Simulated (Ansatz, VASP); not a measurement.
**KF in VASP and in Ansatz**

File INCAR:

```
SYSTEM = KF
ALGO     = Normal         ! electronic algorithm
EDIFF    = 1E-6           ! SCF threshold, eV
EDIFFG   = -0.01          ! ionic threshold
ENCUT    = 600            ! plane-wave cutoff, eV
GGA      = PE             ! functional
IBRION   = 2              ! ionic algorithm
ISIF     = 3              ! what is computed and relaxed
ISMEAR   = 0              ! smearing method
LASPH    = .True.         ! aspherical terms in the spheres
LCHARG   = .False.        ! write CHGCAR
LREAL    = .False.        ! projectors in reciprocal space
LWAVE    = .False.        ! write WAVECAR
NELM     = 80             ! most SCF steps
NSW      = 100            ! ionic steps
PREC     = Accurate       ! precision mode
SIGMA    = 0.02           ! smearing width, eV
```

The input KPOINTS:

```
k-points
0
Gamma
  8 8 8
  0 0 0
```

File POSCAR:

```
KF
1.0
    0.0000000000      2.9874966000      2.9874966000
    2.9874966000      0.0000000000      2.9874966000
    2.9874966000      2.9874966000      0.0000000000
K F
1 1
Direct
    0.0000000000      0.0000000000      0.0000000000
    0.7500000000      0.7500000000      0.7500000000
```

Input for Ansatz:

```yaml
crystal:
  lattice:
    - [0.0, 2.9874966, 2.9874966]
    - [2.9874966, 0.0, 2.9874966]
    - [2.9874966, 2.9874966, 0.0]
  atoms:
    - { symbol: K, position: [0.0, 0.0, 0.0] }
    - { symbol: F, position: [0.75, 0.75, 0.75] }
basis:
  ecutwfc: 420
kpoints:
  mp_grid: { grid: [8, 8, 8] }
hamiltonian:
  xc: pbe
scf:
  occupations: { method: gaussian, width: 0.02 }
output:
  forces: true
  stress: true
  eigenvalues: true
relax:
  adjacent_minimum: "off"
  f_tol: 0.01
  max_steps: 80
  cell: { stress_tol: 0.05 }
```

Change from the starting cell: species swapped into the MgSe type (F-43m, No. 216).

Alike in both runs: task relaxation of cell and atoms; functional PBE; k mesh 8 × 8 × 8; occupations gaussian, width 0.02 eV; no spin polarisation.

|  | VASP | Ansatz |
| --- | --- | --- |
| version | VASP 6.6.1 | Ansatz 0.2.0 |
| potentials or method | VASP PAW PBE potentials, release 64 (K_sv, F), cutoff 600 eV | scalar-relativistic, plane waves, PAW |
| valence electrons in the cell | 16 | 16 |

```tsv
	VASP	Ansatz	Ansatz less VASP
gap on the k mesh at the Fermi level, each at its own relaxed structure (eV)	5.05	5.06	+0.007
relaxed volume (Å³/atom)	26.33	26.35	+0.021
relaxed cell length with the largest relative difference (Å)	4.207	4.208	+0.0011
```
